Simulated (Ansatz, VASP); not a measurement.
# BN in VASP and in Ansatz

```
CELL_PARAMETERS angstrom
0.00000 1.80800 1.80800
1.80800 0.00000 1.80800
1.80800 1.80800 0.00000
ATOMIC_POSITIONS crystal
B 0.00000 0.00000 0.00000
N 0.25000 0.25000 0.25000
```

Alike in both runs: task single point; functional PBEsol; k mesh 10 × 10 × 10; non-collinear spin, spin-orbit coupling.

|  | VASP | Ansatz |
| --- | --- | --- |
| version | VASP 6.6.1 | Ansatz 0.2.0 |
| potentials or method | VASP PAW PBE potentials, release 64 (B, N), cutoff 600 eV | plane waves, PAW |
| occupations | gaussian, width 0.01 eV | fixed |
| valence electrons in the cell | 8 | 8 |

```csv
,VASP,Ansatz,Ansatz less VASP
net moment per atom (μB),0.00,0.00,0.000
```

VASP's potentials were made for PBE, not for PBEsol, and Ansatz warns of the same on its side.
